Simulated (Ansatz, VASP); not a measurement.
# Cd in VASP and in Ansatz

```
Cd
1.0
     2.99802    0.00000    0.00000
    -1.49901    2.59636    0.00000
     0.00000    0.00000    5.50069
Cd
2
Direct
  0.33333 0.66667 0.25000
  0.66667 0.33333 0.75000
```

Alike in both runs: functional PBE; dispersion D3(BJ); k mesh 7 × 7 × 3; occupations fermi-dirac, width 0.3 eV; no spin polarisation.

Ansatz relaxed the structure, and its values are those at the end. VASP's run is a single point on that final structure, the one shown.

```csv
,VASP,Ansatz
version,VASP 6.6.1,Ansatz 0.2.0
potentials or method,"VASP PAW PBE potentials, release 64 (Cd), cutoff 500 eV","plane waves, PAW"
valence electrons in the cell,24,40
```

```tsv
	VASP	Ansatz	Ansatz less VASP
pressure (GPa)	0.3	0.0	-0.34
```

VASP's potentials hold 24 valence electrons a cell and Ansatz's 40, so a difference there can come from the potentials and not from the codes. Ansatz's warnings: force scf threshold loose, stress scf threshold loose.

The k mesh is coarse, so the values compare programs but aren't converged.
